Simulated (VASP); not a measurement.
Runs of VASP 6.6.1 on SrO. The structure is that of space group P4/nmm (No. 129), or close to it. The cells are those of the table. 

```tsv
cell	k mesh	smearing	gap on the mesh (eV)	pressure (GPa)	largest force (eV/Å)
a = 4.486, b = 4.486, c = 3.597 Å, 4 atoms	8 × 8 × 10	tetrahedron	2.52	0.6	0.07
a = 4.486, b = 4.486, c = 3.597 Å, 4 atoms	8 × 8 × 10	gaussian 0.05 eV	2.52	0.6	0.07
a = 4.469, b = 4.469, c = 3.552 Å, 4 atoms	8 × 8 × 10	gaussian 0.05 eV	2.68	(a)	0.07
a = 4.486, b = 4.486, c = 3.597 Å, 4 atoms	8 × 8 × 6	gaussian 0.05 eV	2.52	0.6	0.07
```

Alike in all rows: task single point; level PBE; potentials or basis VASP PAW PBE potentials, release 64 (Sr_sv, O); no spin polarisation; cutoff (eV) 520.

**Question.** Fill in the values left out.

**Answer.** (a) 1.2.

A k mesh can miss the band edges, and the runs leave out spin-orbit coupling on Sr.
